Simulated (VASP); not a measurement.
# SnO2 (Cassiterite) (P4_2/mnm) in VASP: further runs

The runs below take SnO2 (Cassiterite) through single point, relaxation of cell and atoms, with LDA.

Everything below comes from runs of VASP 6.6.1. Logs are shortened: lines on timing, memory, paths and dates and some standing lists are left out, and cuts for length are marked.

## (1) The cell of the first run

The structure is tetragonal, space group P4_2/mnm (No. 136). The conventional cell has a = 4.722 Å, b = 4.722 Å, c = 3.190 Å, α = 90.00°, β = 90.00°, γ = 90.00°. Sn (site symmetry mmm) has 6 O at 2.04 to 2.05 Å within 2.7 Å. O (site symmetry m2m) has 3 Sn at 2.04 to 2.05 Å and 1 O at 2.59 Å within 2.7 Å.

## (2) Single point, LDA

The input, INCAR:

```
PREC = Accurate ; ENCUT = 520
EDIFF = 1E-7 ; ISMEAR = 0
SIGMA = 0.02 ; LREAL = F
LASPH = T ; NELM = 100
ALGO = Normal ; ISIF = 2
LWAVE = F ; LCHARG = T
LELF = T ; LVHAR = T
NBANDS = 35
```

The input, KPOINTS:

```
Automatic mesh
0
Gamma
  6 6 8
```

The input, POSCAR:

```
SnO2
1.0
    4.7222781709      0.0000000000      0.0000000000
    0.0000000000      4.7222781709      0.0000000000
    0.0000000000      0.0000000000      3.1904916960
Sn O
2 4
Direct
    0.0000000000      0.0000000000      0.0000000000
    0.5000000000      0.5000000000      0.5000000000
    0.3060686168      0.3060686168      0.0000000000
    0.1939313832      0.8060686168      0.5000000000
    0.6939313832      0.6939313832      0.0000000000
    0.8060686168      0.1939313832      0.5000000000
```

Potentials or basis: VASP PAW LDA potentials, release 64 (Sn_d, O).

Run with:

```bash
$ cat potpaw_LDA.64/Sn_d/POTCAR potpaw_LDA.64/O/POTCAR > POTCAR
$ mpirun -np 1 vasp_std > vasp.out
```

OUTCAR:

```text
PREC = Accurate
   ENCUT = 520
   EDIFF = 1E-7
   ISMEAR = 0
   LREAL = F
   LASPH = T
   NELM = 100
   ISIF = 2

 ion  position               nearest neighbor table
   1  0.000  0.000  0.000-   3 2.04   5 2.04   4 2.05   6 2.05   4 2.05   6 2.05   2 3.70   2 3.70
                             2 3.70   2 3.70   2 3.70   2 3.70   2 3.70   2 3.70
   2  0.500  0.500  0.500-   4 2.04   6 2.04   5 2.05   3 2.05   3 2.05   5 2.05   1 3.70   1 3.70
                             1 3.70   1 3.70   1 3.70   1 3.70   1 3.70   1 3.70
   3  0.306  0.306  0.000-   1 2.04   2 2.05   2 2.05
   4  0.194  0.806  0.500-   2 2.04   1 2.05   1 2.05
   5  0.694  0.694  0.000-   1 2.04   2 2.05   2 2.05
   6  0.806  0.194  0.500-   2 2.04   1 2.05   1 2.05

  LATTYP: Found a simple tetragonal cell.
 ALAT       =     4.7222781709
 C/A-ratio  =     0.6756255308

  Lattice vectors:

 A1 = (   4.7222781709,   0.0000000000,   0.0000000000)
 A2 = (   0.0000000000,   4.7222781709,   0.0000000000)
 A3 = (   0.0000000000,   0.0000000000,   3.1904916960)

Analysis of symmetry for initial positions (statically):
=====================================================================
 Subroutine PRICEL returns:
 Original cell was already a primitive cell.

 Routine SETGRP: Setting up the symmetry group for a
 simple tetragonal supercell.

 Subroutine GETGRP returns: Found 16 space group operations
 (whereof  8 operations were pure point group operations)
 out of a pool of 16 trial point group operations.

The static configuration has the point symmetry D_2h.
 The point group associated with its full space group is D_4h.

Analysis of symmetry for dynamics (positions and initial velocities):
=====================================================================
 Subroutine PRICEL returns:
 Original cell was already a primitive cell.

 Routine SETGRP: Setting up the symmetry group for a
 simple tetragonal supercell.

 Subroutine GETGRP returns: Found 16 space group operations
 (whereof  8 operations were pure point group operations)
 out of a pool of 16 trial point group operations.

The dynamic configuration has the point symmetry D_2h.
 The point group associated with its full space group is D_4h.

 Subroutine INISYM returns: Found 16 space group operations
 (whereof  8 operations are pure point group operations),
 and found     1 'primitive' translations

[... 100 lines left out ...]
   ENCUT  =  520.0 eV  38.22 Ry    6.18 a.u.   8.78  8.78  5.93*2*pi/ulx,y,z
   NELM   =    100;   NELMIN=  2; NELMDL= -5     # of ELM steps
   EDIFF  = 0.1E-06   stopping-criterion for ELM
   LREAL  =      F    real-space projection
   EDIFFG = 0.1E-05   stopping-criterion for IOM
   NSW    =      0    number of steps for IOM
   IBRION =     -1    ionic relax: 0-MD 1-quasi-New 2-CG
   NFREE  =      0    steps in history (QN), initial steepest desc. (CG)
   ISIF   =      2    stress and relaxation
   ISYM   =      2    0-nonsym 1-usesym 2-fastsym
   POTIM  = 0.5000    time-step for ionic-motion
   TEBEG  =    0.0;   TEEND  =   0.0 temperature during run
   PSTRESS=    0.0 pullay stress
   NELECT =      52.0000    total number of electrons
   NUPDOWN=      -1.0000    fix difference up-down
   EMIN   =  10.00;   EMAX   =-10.00  energy-range for DOS
   EFERMI =   0.00;   METHOD = LEGACY
   ISMEAR =     0;   SIGMA  =   0.02  broadening in eV -4-tet -1-fermi 0-gaus
   EFERMI_NEDOS =   21; number of points for ismear=-14 and -15
   IALGO  =     38    algorithm
   IMIX   =      4    mixing-type and parameters
     AMIX     =   0.40;   BMIX     =  1.00
     AMIX_MAG =   1.60;   BMIX_MAG =  1.00
  volume/ion in A,a.u.               =      11.86        80.02
  Fermi-wavevector in a.u.,A,eV,Ry     =   1.474650  2.786685 29.587139  2.174593
  Thomas-Fermi vector in A             =   2.589396
   LORBIT       =      0    0 simple, 1 ext, 2 COOP (PROOUT), +10 PAW based schemes
   GGA     = CA    functional components
   LHFCALC =     F    Hartree Fock is set to
   AEXX    =    0.0000 exact exchange contribution
   IVDW    =     0    specifies the selected vdW correction
   LEPSILON=     F    determine dielectric tensor
   LRPA    =     F    only Hartree local field effects (RPA)
 non-spin polarized calculation
 Gauss-broadening in eV      SIGMA  =   0.02
  energy-cutoff  :      520.00
  volume of cell :       71.15
 maximum number of plane-waves:      1944
 NGX is ok and might be reduce to    36
   NGX = 17   NGY = 17   NGZ = 11

 number of electron      51.9999987 magnetization

 Free energy of the ion-electron system (eV)
  ---------------------------------------------------
  ext. energy  EPLUGINS =         0.00000000
  ---------------------------------------------------
  free energy    TOTEN  =       -42.27988984 eV

  energy without entropy =      -42.27988984  energy(sigma->0) =      -42.27988984

 E-fermi :   6.0177     XC(G=0): -11.8311

 val. band max:        5.9346037173   @ k =   0.0000   0.0000   0.0000
 cond. band min:       7.1306202031   @ k =   0.0000   0.0000   0.0000
 fundamental gap:      1.1960164858
 Fermi energy:         6.0177453373

 k-point     1 :       0.0000    0.0000    0.0000
  band No.  band energies     occupation
      1     -15.0833      2.00000
      2     -14.3029      2.00000
      3     -14.0284      2.00000
      4     -14.0093      2.00000
      5     -14.0093      2.00000
      6     -13.9317      2.00000
[... 901 lines left out ...]
     34      18.1243      0.00000
     35      18.3077      0.00000

 [... further k-points ...]
[... 5 lines left out ...]
  --------------------------------------------------------------------------------------
  -------------------------------------------------------------------------------------
  Total        0.4107846      0.4107846      0.6109678     -0.0000000      0.0000000      0.0000000
  in kB        9.2504734      9.2504734     13.7584061     -0.0000000      0.0000000      0.0000000
  external PRESSURE =      10.7531176 kB  Pullay stress =       0.0000000 kB

 VOLUME and BASIS-vectors are now :
 -----------------------------------------------------------------------------
  energy-cutoff  :      520.00
  volume of cell :       71.15
      direct lattice vectors                 reciprocal lattice vectors
     4.722278171  0.000000000  0.000000000     0.211762197  0.000000000  0.000000000
     0.000000000  4.722278171  0.000000000     0.000000000  0.211762197  0.000000000
     0.000000000  0.000000000  3.190491696     0.000000000  0.000000000  0.313431313

 POSITION                                       TOTAL-FORCE (eV/Angst)
 -----------------------------------------------------------------------------------
      0.00000      0.00000      0.00000         0.000000      0.000000      0.000000
      2.36114      2.36114      1.59525         0.000000      0.000000      0.000000
      1.44534      1.44534      0.00000        -0.014689     -0.014689      0.000000
      0.91580      3.80648      1.59525         0.014689     -0.014689      0.000000
      3.27694      3.27694      0.00000         0.014689      0.014689      0.000000
      3.80648      0.91580      1.59525        -0.014689      0.014689      0.000000
 -----------------------------------------------------------------------------------
    total drift:                                0.000000      0.000000      0.000000

  FREE ENERGIE OF THE ION-ELECTRON SYSTEM (eV)
  ---------------------------------------------------
  free  energy   TOTEN  =       -42.2798898376 eV

  energy  without entropy=      -42.2798898376  energy(sigma->0) =      -42.27988984
```

It took 3 min on 1 thread of AMD EPYC 7R43 (Zen 3), shared host; peak memory 0.18 GiB.

What came out:

```yaml
Free_energy: -42.2799 eV
Pressure: 1.1 GPa
Largest_force: 0.021 eV/Å
Band_gap_on_the_k_mesh: 1.20 eV, direct
```

Forces on the atoms (eV/Å):
```
Sn   0.000  0.000  0.000
Sn   0.000  0.000  0.000
O   -0.015 -0.015  0.000
O    0.015 -0.015  0.000
O    0.015  0.015  0.000
O   -0.015  0.015  0.000
```

Levels at points of the mesh, in eV from the valence-band top:
```
           k point  band 23  band 24  band 25  band 26  band 27  band 28  band 29  band 30
(0.00, 0.00, 0.00)    -1.28    -0.81    -0.81     0.00     1.20     5.96     6.08     6.08
(0.50, 0.00, 0.00)    -1.24    -1.24    -0.65    -0.65     4.36     4.36     6.83     6.83
(0.50, 0.50, 0.00)    -1.36    -1.36    -0.92    -0.92     4.74     4.74     7.32     7.32
(0.00, 0.00, 0.50)    -1.73    -1.73    -1.29    -1.29     6.07     6.07     9.54     9.54
(0.50, 0.00, 0.50)    -1.14    -1.14    -0.72    -0.72     6.36     6.36     7.90     7.90
(0.50, 0.50, 0.50)    -0.99    -0.99    -0.85    -0.85     4.73     4.73     8.64     8.64
```

Caveat: spin-orbit coupling is left out, which moves the levels of the heavy elements. Expect the measured gap to be larger: semilocal functionals such as LDA lack the derivative discontinuity.

## (3) Relaxation of cell and atoms, LDA

This run uses another cell than the first one, of 11.92 Å³/atom, 1.005 times its volume.

The input, INCAR:

```
  PREC = Accurate
  ENCUT = 600
  EDIFF = 1E-7
  ISMEAR = 0
  SIGMA = 0.02
  LREAL = False
  LASPH = True
  NELM = 100
  ALGO = Normal
  ISIF = 3
  LWAVE = False
  LCHARG = False
  IBRION = 2
  NSW = 100
  EDIFFG = -0.005
```

KPOINTS is that of step 2.

The input, POSCAR:

```
SnO2
1.0
    4.7380000000      0.0000000000      0.0000000000
    0.0000000000      4.7380000000      0.0000000000
    0.0000000000      0.0000000000      3.1865000000
Sn O
2 4
Direct
    0.0000000000      0.0000000000      0.0000000000
    0.5000000000      0.5000000000      0.5000000000
    0.3071000000      0.3071000000      0.0000000000
    0.1929000000      0.8071000000      0.5000000000
    0.6929000000      0.6929000000      0.0000000000
    0.8071000000      0.1929000000      0.5000000000
```

Potentials or basis: VASP PAW LDA potentials, release 64 (Sn_d, O).

Run with:

```bash
$ cat potpaw_LDA.64/Sn_d/POTCAR potpaw_LDA.64/O/POTCAR > POTCAR
$ mpirun -np 1 vasp_std > vasp.out
```

Wall time 13 min (1 thread of AMD EPYC 7R43 (Zen 3), shared host); peak memory 0.22 GiB.

Results (log left out):

* Free energy: -42.2923 eV
* Relaxed volume: 11.90 Å³/atom
* Relaxed cell: a = 4.727 Å, b = 4.727 Å, c = 3.196 Å, α = 90.00°, β = 90.00°, γ = 90.00°
* Space group after relaxing (to 0.05 Å): P4_2/mnm (No. 136)
* Energy gained by relaxing: 0.6 meV/atom
* Ionic steps: 7
* Pressure after relaxing: 0.0 GPa
* Band gap on the k mesh: 1.15 eV, direct

Forces on the atoms (eV/Å):
```
Sn   0.000  0.000  0.000
Sn   0.000  0.000  0.000
O    0.002  0.002  0.000
O   -0.002  0.002  0.000
O   -0.002 -0.002  0.000
O    0.002 -0.002  0.000
```

The path:
| step | energy change (eV) | largest force (eV/Å) | pressure (GPa) | volume (Å³) |
| --- | --- | --- | --- | --- |
| 1 | 0.0000 | 0.1796 | 0.11 | 71.53 |
| 2 | -0.0032 | 0.0462 | -0.65 | 71.62 |
| 3 | -0.0034 | 0.0024 | -0.49 | 71.60 |
| 4 | -0.0034 | 0.0144 | 0.48 | 71.25 |
| 5 | -0.0037 | 0.0059 | 0.00 | 71.42 |
| 6 | -0.0037 | 0.0060 | 0.01 | 71.42 |
| 7 | -0.0037 | 0.0026 | 0.01 | 71.42 |

Final structure:
```
Sn O
1.0
     4.72718    0.00000    0.00000
     0.00000    4.72718    0.00000
     0.00000    0.00000    3.19586
Sn O
2 4
Cartesian
  0.0000 0.0000 0.0000
  2.3636 2.3636 1.5979
  1.4466 1.4466 0.0000
  0.9170 3.8102 1.5979
  3.2806 3.2806 0.0000
  3.8102 0.9170 1.5979
```

Levels at points of the mesh, in eV from the valence-band top:
```
           k point  band 24  band 25  band 26  band 27  band 28  band 29
(0.00, 0.00, 0.00)    -0.81    -0.81     0.00     1.15     5.92     6.05
(0.50, 0.00, 0.00)    -1.24    -0.65    -0.65     4.31     4.31     6.81
(0.50, 0.50, 0.00)    -1.37    -0.91    -0.91     4.70     4.70     7.30
(0.00, 0.00, 0.50)    -1.72    -1.28    -1.28     6.03     6.03     9.52
(0.50, 0.00, 0.50)    -1.13    -0.72    -0.72     6.31     6.31     7.88
(0.50, 0.50, 0.50)    -0.99    -0.84    -0.84     4.69     4.69     8.63
```

Caveat: spin-orbit coupling is left out, which moves the levels of the heavy elements. Expect the measured gap to be larger: semilocal functionals such as LDA lack the derivative discontinuity.
